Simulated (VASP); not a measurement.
# Sn (I4_1/amd) in VASP: settings compared

Aim: see how the results for Sn move with the level of theory and the settings. Levels: PBEsol, BLYP. Tasks: single point.

Program: VASP 6.6.1. These are calculated values, not measurements. Logs are shortened: lines on timing, memory, paths and dates and some standing lists are left out, and cuts for length are marked.

### 1 The cell of the first run

It takes space group I4_1/amd (No. 141, tetragonal). The conventional cell has a = 5.837 Å, b = 5.837 Å, c = 3.157 Å, α = 90.00°, β = 90.00°, γ = 90.00°. Sn (site symmetry -4m2) has 10 Sn at 3.02 to 3.76 Å within 4.0 Å.

### 2 Single point, PBEsol

Input file INCAR:

```
ALGO     = Normal         # electronic algorithm
EDIFF    = 1E-7           # SCF threshold, eV
ENCUT    = 520            # plane-wave cutoff, eV
GGA      = PS             # functional
ISIF     = 2              # what is computed and relaxed
ISMEAR   = -1             # smearing method
LASPH    = T              # aspherical terms in the spheres
LCHARG   = F              # write CHGCAR
LREAL    = F              # projectors in reciprocal space
LWAVE    = F              # write WAVECAR
NBANDS   = 21             # bands
NELM     = 80             # most SCF steps
PREC     = Accurate       # precision mode
SIGMA    = 0.05           # smearing width, eV
```

Input file KPOINTS:

```
k-points
0
Gamma
  9 9 9
```

Input file POSCAR:

```
Sn
1.0
   -2.9185566837      2.9185566837      1.5783756663
    2.9185566837     -2.9185566837      1.5783756663
    2.9185566837      2.9185566837     -1.5783756663
Sn
2
Direct
    0.0000000000      0.0000000000      0.0000000000
    0.7500000000      0.2500000000      0.5000000000
```

Potentials or basis: VASP PAW PBE potentials, release 64 (Sn_d).

Command:

```
cat potpaw_PBE.64/Sn_d/POTCAR > POTCAR
mpirun -np 1 vasp_std > vasp.out
```

OUTCAR:

```text
EDIFF = 1E-7
   ENCUT = 520
   GGA = PS
   ISIF = 2
   ISMEAR = -1
   LASPH = T
   LREAL = F
   NELM = 80
   PREC = Accurate

 ion  position               nearest neighbor table
   1  0.000  0.000  0.000-   2 3.02   2 3.02   2 3.02   2 3.02   2 3.76   2 3.76   2 3.76   2 3.76

   2  0.750  0.250  0.500-   1 3.02   1 3.02   1 3.02   1 3.02   1 3.76   1 3.76   1 3.76   1 3.76

  LATTYP: Found a body centered tetragonal cell.
 ALAT       =     5.8371133674
 C/A-ratio  =     0.5408069253

  Lattice vectors:

 A1 = (  -2.9185566837,   2.9185566837,   1.5783756663)
 A2 = (   2.9185566837,  -2.9185566837,   1.5783756663)
 A3 = (   2.9185566837,   2.9185566837,  -1.5783756663)

Analysis of symmetry for initial positions (statically):
=====================================================================
 Subroutine PRICEL returns:
 Original cell was already a primitive cell.

 Routine SETGRP: Setting up the symmetry group for a
 body centered tetragonal supercell.

 Subroutine GETGRP returns: Found 16 space group operations
 (whereof  8 operations were pure point group operations)
 out of a pool of 16 trial point group operations.

The static configuration has the point symmetry D_2d.
 The point group associated with its full space group is D_4h.

Analysis of symmetry for dynamics (positions and initial velocities):
=====================================================================
 Subroutine PRICEL returns:
 Original cell was already a primitive cell.

 Routine SETGRP: Setting up the symmetry group for a
 body centered tetragonal supercell.

 Subroutine GETGRP returns: Found 16 space group operations
 (whereof  8 operations were pure point group operations)
 out of a pool of 16 trial point group operations.

The dynamic configuration has the point symmetry D_2d.
 The point group associated with its full space group is D_4h.

 Subroutine INISYM returns: Found 16 space group operations
 (whereof  8 operations are pure point group operations),
 and found     1 'primitive' translations

----------------------------------------------------------------------------------------

                                     Primitive cell

  volume of cell :      53.7782

  direct lattice vectors                    reciprocal lattice vectors
    -2.918556684  2.918556684  1.578375666     0.000000000  0.171317557  0.316781366
     2.918556684 -2.918556684  1.578375666     0.171317557  0.000000000  0.316781366
     2.918556684  2.918556684 -1.578375666     0.171317557  0.171317557  0.000000000

  length of vectors
     4.418960961  4.418960961  4.418960961     0.360139055  0.360139055  0.242279612

  position of ions in fractional coordinates (direct lattice)
     0.000000000  0.000000000  0.000000000
     0.750000000  0.250000000  0.500000000

  ion indices of the primitive-cell ions
   primitive index   ion index
                 1           1
                 2           2

----------------------------------------------------------------------------------------

 KPOINTS: k-points

Automatic generation of k-mesh.
 Grid dimensions read from file:
 generate k-points for:    9    9    9

 Generating k-lattice:

  Cartesian coordinates                     Fractional coordinates (reciprocal lattice)
     0.000000000  0.019035284  0.035197930     0.111111111 -0.000000000  0.000000000
     0.019035284  0.000000000  0.035197930    -0.000000000  0.111111111  0.000000000
     0.019035284  0.019035284  0.000000000     0.000000000  0.000000000  0.111111111

  Length of vectors
     0.040015451  0.040015451  0.026919957

  Shift w.r.t. Gamma in fractional coordinates (k-lattice)
     0.000000000  0.000000000  0.000000000

 Subroutine IBZKPT returns following result:
 ===========================================

 Found     75 irreducible k-points:

 Following reciprocal coordinates:
            Coordinates               Weight
  0.000000  0.000000  0.000000      1.000000
  0.111111  0.000000 -0.000000      8.000000
  0.222222 -0.000000  0.000000      8.000000
  0.333333  0.000000 -0.000000      8.000000
  0.444444 -0.000000  0.000000      8.000000
  0.111111  0.111111  0.000000      8.000000
[... 16 lines left out ...]
 -0.333333  0.333333  0.000000      4.000000
  0.444444  0.444444  0.000000      8.000000
 [... further k-points ...]
   k-points           NKPTS =     75   k-points in BZ     NKDIM =     75   number of bands    NBANDS=     21
   number of dos      NEDOS =    301   number of ions     NIONS =      2
   total plane-waves  NPLWV =  46656
   dimension x,y,z NGX =    36 NGY =   36 NGZ =   36
   dimension x,y,z NGXF=    72 NGYF=   72 NGZF=   72
   ions per type =               2
   NGX,Y,Z   is equivalent  to a cutoff of  13.54, 13.54, 13.54 a.u.
   NGXF,Y,Z  is equivalent  to a cutoff of  27.09, 27.09, 27.09 a.u.
 SYSTEM =  unknown system
   PREC   = accura    normal or accurate (medium, high low for compatibility)
   ISTART =      0    job   : 0-new  1-cont  2-samecut
   ICHARG =      2    charge: 1-file 2-atom 10-const
   ISPIN  =      1    spin polarized calculation?
   LNONCOLLINEAR =      F non collinear calculations
   LSORBIT =      F    spin-orbit coupling
   LASPH  =      T    aspherical Exc in radial PAW
   ENCUT  =  520.0 eV  38.22 Ry    6.18 a.u.   8.22  8.22  8.22*2*pi/ulx,y,z
   NELM   =     80;   NELMIN=  2; NELMDL= -5     # of ELM steps
   EDIFF  = 0.1E-06   stopping-criterion for ELM
   LREAL  =      F    real-space projection
   EDIFFG = 0.1E-05   stopping-criterion for IOM
   NSW    =      0    number of steps for IOM
   IBRION =     -1    ionic relax: 0-MD 1-quasi-New 2-CG
   NFREE  =      0    steps in history (QN), initial steepest desc. (CG)
   ISIF   =      2    stress and relaxation
   ISYM   =      2    0-nonsym 1-usesym 2-fastsym
   POTIM  = 0.5000    time-step for ionic-motion
   TEBEG  =    0.0;   TEEND  =   0.0 temperature during run
   PSTRESS=    0.0 pullay stress
   NELECT =      28.0000    total number of electrons
   NUPDOWN=      -1.0000    fix difference up-down
   EMIN   =  10.00;   EMAX   =-10.00  energy-range for DOS
   EFERMI =   0.00;   METHOD = LEGACY
   ISMEAR =    -1;   SIGMA  =   0.05  broadening in eV -4-tet -1-fermi 0-gaus
   EFERMI_NEDOS =   21; number of points for ismear=-14 and -15
   IALGO  =     38    algorithm
   IMIX   =      4    mixing-type and parameters
     AMIX     =   0.40;   BMIX     =  1.00
     AMIX_MAG =   1.60;   BMIX_MAG =  1.00
  volume/ion in A,a.u.               =      26.89       181.46
  Fermi-wavevector in a.u.,A,eV,Ry     =   1.317019  2.488805 23.599828  1.734538
  Thomas-Fermi vector in A             =   2.447090
   LORBIT       =      0    0 simple, 1 ext, 2 COOP (PROOUT), +10 PAW based schemes
   GGA     = PS    functional components
   LHFCALC =     F    Hartree Fock is set to
   AEXX    =    0.0000 exact exchange contribution
   IVDW    =     0    specifies the selected vdW correction
   LEPSILON=     F    determine dielectric tensor
   LRPA    =     F    only Hartree local field effects (RPA)
 non-spin polarized calculation
  energy-cutoff  :      520.00
  volume of cell :       53.78
 maximum number of plane-waves:      1466
 NGX is ok and might be reduce to    36
   NGX = 17   NGY = 17   NGZ = 17

 number of electron      28.0000003 magnetization

 Free energy of the ion-electron system (eV)
  ---------------------------------------------------
  ext. energy  EPLUGINS =         0.00000000
  ---------------------------------------------------
  free energy    TOTEN  =        -8.51651308 eV

  energy without entropy =       -8.50863446  energy(sigma->0) =       -8.51257377

 E-fermi :   7.9388     XC(G=0): -10.4947

 val. band max:        7.9071224464   @ k =   0.4444   0.3333   0.0000
 cond. band min:       7.9396712708   @ k =  -0.2222   0.4444   0.2222
 fundamental gap:      0.0325488244
 Fermi energy:         7.9388485459

 k-point     1 :       0.0000    0.0000    0.0000
  band No.  band energies     occupation
      1     -13.6319      2.00000
      2     -13.5532      2.00000
      3     -13.5031      2.00000
      4     -13.4978      2.00000
      5     -13.3328      2.00000
      6     -13.3328      2.00000
[... 13 lines left out ...]
     20      17.7679      0.00000
     21      18.4561      0.00000

 k-point     2 :       0.1111    0.0000   -0.0000
  band No.  band energies     occupation
      1     -13.6239      2.00000
      2     -13.5269      2.00000
      3     -13.4939      2.00000
      4     -13.4673      2.00000
      5     -13.3509      2.00000
      6     -13.3469      2.00000
[... 13 lines left out ...]
     20      16.9220      0.00000
     21      16.9775      0.00000

 k-point     3 :       0.2222   -0.0000    0.0000
  band No.  band energies     occupation
      1     -13.6012      2.00000
      2     -13.4707      2.00000
      3     -13.4698      2.00000
      4     -13.4175      2.00000
      5     -13.3856      2.00000
      6     -13.3479      2.00000
[... 13 lines left out ...]
     20      15.4203      0.00000
     21      16.3858      0.00000

 k-point     4 :       0.3333    0.0000   -0.0000
  band No.  band energies     occupation
      1     -13.5755      2.00000
      2     -13.4544      2.00000
      3     -13.4435      2.00000
      4     -13.4316      2.00000
      5     -13.4076      2.00000
      6     -13.3688      2.00000
[... 13 lines left out ...]
     20      14.5832      0.00000
     21      17.3820      0.00000

 k-point     5 :       0.4444   -0.0000    0.0000
  band No.  band energies     occupation
      1     -13.5575      2.00000
      2     -13.4755      2.00000
      3     -13.4652      2.00000
      4     -13.4260      2.00000
      5     -13.3949      2.00000
      6     -13.3856      2.00000
[... 13 lines left out ...]
     20      16.7118      0.00000
     21      18.2154      0.00000
[... 382 lines left out ...]
     20      18.1726      0.00000
     21      18.9238      0.00000

 k-point    22 :      -0.4444    0.3333    0.0000
  band No.  band energies     occupation
      1     -13.5383      2.00000
      2     -13.5190      2.00000
      3     -13.5159      2.00000
      4     -13.4134      2.00000
      5     -13.4064      2.00000
      6     -13.3295      2.00000
[... 13 lines left out ...]
     20      19.0258      0.00000
     21      19.9598      0.00000

 k-point    23 :      -0.3333    0.3333    0.0000
  band No.  band energies     occupation
      1     -13.5602      2.00000
      2     -13.5438      2.00000
      3     -13.5356      2.00000
      4     -13.4316      2.00000
      5     -13.3846      2.00000
      6     -13.3173      2.00000
[... 13 lines left out ...]
     20      17.8312      0.00000
     21      17.9224      0.00000

 k-point    24 :       0.4444    0.4444    0.0000
  band No.  band energies     occupation
      1     -13.5318      2.00000
      2     -13.5308      2.00000
      3     -13.4643      2.00000
      4     -13.4621      2.00000
      5     -13.3671      2.00000
      6     -13.3600      2.00000
[... 13 lines left out ...]
     20      18.7435      0.00000
     21      19.3594      0.00000

 [... further k-points ...]

------------------------ aborting loop because EDIFF is reached ----------------------------------------

  FORCE on cell =-STRESS in cart. coord.  units (eV):
  Direction    XX          YY          ZZ          XY          YZ          ZX
  --------------------------------------------------------------------------------------
  -------------------------------------------------------------------------------------
  Total       -0.0233068     -0.0233068     -0.0338564      0.0000000      0.0000000      0.0000000
  in kB       -0.6943645     -0.6943645     -1.0086603      0.0000000      0.0000000      0.0000000
  external PRESSURE =      -0.7991298 kB  Pullay stress =       0.0000000 kB

 VOLUME and BASIS-vectors are now :
 -----------------------------------------------------------------------------
  energy-cutoff  :      520.00
  volume of cell :       53.78
      direct lattice vectors                 reciprocal lattice vectors
    -2.918556684  2.918556684  1.578375666     0.000000000  0.171317557  0.316781366
     2.918556684 -2.918556684  1.578375666     0.171317557  0.000000000  0.316781366
     2.918556684  2.918556684 -1.578375666     0.171317557  0.171317557  0.000000000

 POSITION                                       TOTAL-FORCE (eV/Angst)
 -----------------------------------------------------------------------------------
      0.00000      0.00000      0.00000        -0.000000      0.000000     -0.000000
      0.00000      2.91856      0.78919         0.000000     -0.000000      0.000000
 -----------------------------------------------------------------------------------
    total drift:                               -0.000000      0.000000     -0.000000

  FREE ENERGIE OF THE ION-ELECTRON SYSTEM (eV)
  ---------------------------------------------------
  free  energy   TOTEN  =        -8.5165130818 eV

  energy  without entropy=       -8.5086344648  energy(sigma->0) =       -8.51257377
```

It took 84 s on 1 thread of AMD EPYC 7R13 (Zen 3), shared host; peak memory 0.21 GiB.

Results:

| Property | Result |
| --- | --- |
| Free energy | -8.5165 eV |
| Pressure | -0.1 GPa |
| Band gap on the k mesh | zero (bands 14 and 15 overlap by 4.06 eV) |

Levels at points of the mesh, in eV from the Fermi level:
```tsv
k point	band 10	band 11	band 12	band 13	band 14	band 15	band 16	band 17	band 18	band 19
(0.00, 0.00, 0.00)	-21.06	-11.23	-3.72	-2.04	-2.04	2.90	6.19	6.19	7.00	7.10
```

Caveat: the PAW data sets were made with another functional, which shifts forces and pressure a little; spin-orbit coupling is left out, which moves the levels of the heavy elements.

### 3 Single point, BLYP

This run uses another cell than the first one, of 27.65 Å³/atom.

Input file INCAR:

```
AGGAC = 1.0
AGGAX = 1.0
ALDAC = 0.0
ALDAX = 1.0
ALGO = Fast
EDIFF = 1E-6
ENCUT = 520
GGA = B5
ISIF = 2
ISMEAR = -1
LASPH = True
LCHARG = True
LELF = True
LREAL = False
LVHAR = True
LWAVE = False
NBANDS = 21
NELM = 80
PREC = Accurate
SIGMA = 0.05
```

KPOINTS is that of step 2.

Input file POSCAR:

```
Sn
1.0
   -2.9401404553      2.9401404553      1.5993019889
    2.9401404553     -2.9401404553      1.5993019889
    2.9401404553      2.9401404553     -1.5993019889
Sn
2
Direct
    0.0000000000      0.0000000000      0.0000000000
    0.7500000000      0.2500000000      0.5000000000
```

Potentials or basis: VASP PAW PBE potentials, release 64 (Sn_d).

Command:

```
cat potpaw_PBE.64/Sn_d/POTCAR > POTCAR
mpirun -np 1 vasp_std > vasp.out
```

Run time: 2.1 min. Hardware: 1 thread of AMD EPYC 7R13 (Zen 3), shared host; peak memory 0.21 GiB.

It converged, with:

| Item | Value |
| --- | --- |
| Free energy | -5.9339 eV |
| Pressure | 5.7 GPa |
| Band gap on the k mesh | zero (bands 14 and 15 overlap by 3.86 eV) |

Stress tensor (GPa, compression positive):
```
5.91 0.00 0.00
0.00 5.91 0.00
0.00 0.00 5.42
```

Levels at points of the mesh, in eV from the Fermi level:
| k point | band 11 | band 12 | band 13 | band 14 | band 15 | band 16 | band 17 | band 18 |
| --- | --- | --- | --- | --- | --- | --- | --- | --- |
| (0.00, 0.00, 0.00) | -11.01 | -3.89 | -1.93 | -1.93 | 3.40 | 5.99 | 5.99 | 6.57 |

Caveat: the cell stands under pressure; the PAW data sets were made with another functional, which shifts forces and pressure a little; spin-orbit coupling is left out, which moves the levels of the heavy elements.

The gap in the log of VASP goes by the Fermi energy; the results here count the filled bands.